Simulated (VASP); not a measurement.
Crystal: Cd3Te2.

```
Cd Te
1.0
     3.90356    0.00000    0.00000
    -1.95178    3.38058    0.00000
     0.00000    0.00000   19.24301
Cd Te
6 4
Direct
  0.33333 0.66667 0.84388
  0.66667 0.33333 0.34388
  0.66667 0.33333 0.15612
  0.33333 0.66667 0.65612
  0.00000 0.00000 0.00000
  0.00000 0.00000 0.50000
  0.66667 0.33333 0.91410
  0.33333 0.66667 0.41410
  0.66667 0.33333 0.58590
  0.33333 0.66667 0.08590
```

The cell was generated, and may not be a known phase.

| Item | Value |
| --- | --- |
| Program | VASP 6.6.1 |
| Task | relaxation of cell and atoms |
| Functional | PBE |
| Potentials or basis | VASP PAW PBE potentials, release 64 (Cd, Te) |
| Cutoff | 600 eV |
| k mesh | 5 × 5 × 1 |
| Occupations | gaussian, width 0.2 eV |
| Spin | no spin polarisation |

At the start: pressure 23.7 GPa; volume 25.39 Å³/atom.

Q: Where does the relaxation end?

A: Over 18 steps the energy falls by 727.2 meV/atom and the volume is 31.96 Å³/atom (+25.9 %); space group P6_3/mmc (No. 194, to 0.1 Å) before and after.

The path:
```tsv
step	energy change (eV)	largest force (eV/Å)	pressure (GPa)	volume (Å³)
1	0.0000	3.8121	23.65	253.94
2	-4.9973	0.1746	-4.44	417.41
3	-6.0935	0.6459	-0.49	346.83
4	-6.0954	0.5977	-0.80	350.06
5	-6.3566	0.6965	-0.73	344.67
6	-6.9221	0.6664	0.05	327.14
7	-2.1042	9.0806	11.03	285.79
8	-6.8140	0.7972	0.39	325.81
9	-6.4656	0.6821	2.69	306.79
10	-6.8316	0.7279	0.72	321.93
11	-6.8336	0.6022	1.02	318.74
12	-6.9381	0.4173	-0.01	325.38
13	-6.9437	0.4365	0.12	324.18
14	-7.1017	0.2579	-0.31	326.85
15	-7.2114	0.2574	-0.96	331.12
16	-7.2585	0.2035	0.42	316.88
17	-7.2610	0.2179	0.13	319.42
18	-7.2720	0.0447	0.07	319.65
```

Final structure:
```yaml
crystal:
  lattice:
    - [4.44134, 0.00000, 0.00000]
    - [-2.22067, 3.84631, 0.00000]
    - [0.00000, 0.00000, 18.71171]
  atoms:
    - { symbol: Cd, position: [0.33333, 0.66667, 0.82335] }
    - { symbol: Cd, position: [0.66667, 0.33333, 0.32335] }
    - { symbol: Cd, position: [0.66667, 0.33333, 0.17665] }
    - { symbol: Cd, position: [0.33333, 0.66667, 0.67665] }
    - { symbol: Cd, position: [0.00000, 0.00000, 0.00000] }
    - { symbol: Cd, position: [0.00000, 0.00000, 0.50000] }
    - { symbol: Te, position: [0.66667, 0.33333, 0.90637] }
    - { symbol: Te, position: [0.33333, 0.66667, 0.40637] }
    - { symbol: Te, position: [0.66667, 0.33333, 0.59363] }
    - { symbol: Te, position: [0.33333, 0.66667, 0.09363] }
```

Caveat: the k points lie up to 0.34 Å⁻¹ apart in the final cell, too coarse for converged energies and pressures of a metal; the volume moved by over 15 % at a fixed basis, so the end points are rough; the relaxation stopped at a loose force limit of 0.08 eV/Å, so its end isn't a converged minimum.
